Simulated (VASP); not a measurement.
Wanted: the native input for a VASP 6.6.1 run.

```
Task                   : single point
Functional             : PBE
Potentials or basis    : VASP PAW PBE potentials, release 64 (Dy)
Cutoff                 : 520 eV
k mesh                 : 6 × 6 × 4
Occupations            : gaussian, width 0.05 eV
Spin                   : collinear spin, ferromagnetic start
Starting moments       : [5.0, 5.0] μB
Hubbard terms          : Dy f U = 6.0 eV
Dipole correction      : no
Further INCAR settings : ALGO = Normal; EDIFF = 1e-06; NBANDS = 31
```

The structure of Dy lies in POSCAR:

```
Dy
1.0
    3.5900000000      0.0000000000      0.0000000000
   -1.7950000000      3.1090311996      0.0000000000
    0.0000000000      0.0000000000      5.6470700000
Dy
2
Direct
    0.3333333333      0.6666666667      0.7500000000
    0.6666666667      0.3333333333      0.2500000000
```

One way to write it, as run:

INCAR

```
PREC = Accurate ; ENCUT = 520
EDIFF = 1E-6 ; ISMEAR = 0
SIGMA = 0.05 ; LREAL = F
LASPH = T ; NELM = 150
ALGO = Normal ; ISIF = 2
LWAVE = F ; LCHARG = T
ISPIN = 2 ; MAGMOM = 5 5
LORBIT = 11 ; LMAXMIX = 6
LDAU = T ; LDAUTYPE = 2
LDAUL = 3 ; LDAUU = 6
LDAUJ = 0 ; LDAUPRINT = 1
GGA = PE ; LELF = T
LVHAR = T ; NBANDS = 31
```

KPOINTS

```
regular mesh
0
Gamma
  6 6 4
```

Potentials or basis: VASP PAW PBE potentials, release 64 (Dy).

Launch:

```bash
$ cat potpaw_PBE.64/Dy/POTCAR > POTCAR
$ mpirun -np 1 vasp_std > vasp.out
```

Results of the run:

```yaml
Pressure: 6.3 GPa
Net_moment: 8.96 μB per cell
Site_moments: Dy +4.22 μB
Valence_electrons_inside_the_program's_atomic_spheres: Dy 18.04
```

Caveat: the magnetic or orbital state may not be the lowest.

Run time: 7.1 min on 1 thread of Intel(R) Xeon(R) Platinum 8488C (Sapphire Rapids) (shared host), peak memory 0.25 GiB.
